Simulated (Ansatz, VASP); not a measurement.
One calculation of La2F3, two programs

```
La F
1.0
     4.35858    0.00000    0.00000
    -2.17929    3.77464    0.00000
     0.00000    0.00000    6.24283
La F
2 3
Direct
  0.00000 0.00000 0.50000
  0.00000 0.00000 0.00000
  0.50000 0.00000 0.00000
  0.00000 0.50000 0.00000
  0.50000 0.50000 0.00000
```

Alike in both runs: task single point; functional PBE; k mesh 6 × 6 × 4; occupations gaussian, width 0.1 eV; no spin polarisation.

|  | VASP | Ansatz |
| --- | --- | --- |
| version | VASP 6.6.1 | Ansatz 0.2.0 |
| potentials or method | VASP PAW PBE potentials, release 64 (La, F), cutoff 520 eV | scalar-relativistic, plane waves, PAW |
| valence electrons in the cell | 43 | 43 |

|  | VASP | Ansatz | Ansatz less VASP |
| --- | --- | --- | --- |
| gap on the k mesh at the Fermi level (eV) | none | none | - |
| pressure (GPa) | 26.1 | 26.4 | +0.35 |
| traceless stress, the component that is largest in VASP (GPa) | -8.56 | -8.73 | -0.172 |

A gap of «none» marks a metal or a gap that the smearing closes.

Neither program's run includes spin-orbit coupling.
